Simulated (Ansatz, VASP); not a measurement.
**AlN in VASP and in Ansatz**

File INCAR:

```
PREC = Accurate ; ENCUT = 520
EDIFF = 1E-7 ; ISMEAR = 0
SIGMA = 0.05 ; LREAL = False
LASPH = True ; NELM = 80
ALGO = Normal ; ISIF = 2
LWAVE = False ; LCHARG = False
GGA = PE ; NBANDS = 16
```

File KPOINTS:

```
Automatic mesh
0
Gamma
  12 12 6
```

POSCAR

```
AlN
1.0
    3.1110021516      0.0000000000      0.0000000000
   -1.5555010758      2.6942068945      0.0000000000
    0.0000000000      0.0000000000      4.9780000000
Al N
2 2
Direct
    0.3333333333      0.6666666667      0.0000000000
    0.6666666667      0.3333333333      0.5000000000
    0.1404694359      0.6666666667      0.3850000000
    0.6666666667      0.3333333333      0.8850000000
```

Input for Ansatz:

```yaml
crystal:
  lattice:
    - [3.1110021516, 0.0, 0.0]
    - [-1.5555010758, 2.6942068945, 0.0]
    - [0.0, 0.0, 4.978]
  atoms:
    - { symbol: Al, position: [0.3333333333, 0.6666666667, 0.0] }
    - { symbol: Al, position: [0.6666666667, 0.3333333333, 0.5] }
    - { symbol: "N", position: [0.1404694359, 0.6666666667, 0.385] }
    - { symbol: "N", position: [0.6666666667, 0.3333333333, 0.885] }
basis:
  ecutwfc: 420
kpoints:
  mp_grid: { grid: [12, 12, 6] }
hamiltonian:
  xc: pbe
scf:
  occupations: { method: gaussian, width: 0.05 }
output:
  forces: true
  stress: true
  eigenvalues: true
```

Alike in both runs: task single point; functional PBE; k mesh 12 × 12 × 6; occupations gaussian, width 0.05 eV; no spin polarisation.

|  | VASP | Ansatz |
| --- | --- | --- |
| version | VASP 6.6.1 | Ansatz 0.2.0 |
| potentials or method | VASP PAW PBE potentials, release 64 (Al, N), cutoff 520 eV | scalar-relativistic, plane waves, PAW |
| valence electrons in the cell | 16 | 16 |

|  | VASP | Ansatz | Ansatz less VASP |
| --- | --- | --- | --- |
| gap on the k mesh at the Fermi level (eV) | 3.20 | 3.20 | +0.001 |
| least direct gap on the mesh (eV) | 3.20 | 3.20 | +0.001 |
| rms of the force components (eV/Å) | 8.535 | 8.545 | +0.0101 |

Atom by atom the forces differ by 0.011 eV/Å (rms over components). The functional is the same, so the differences come from potentials, cutoffs and numerics.
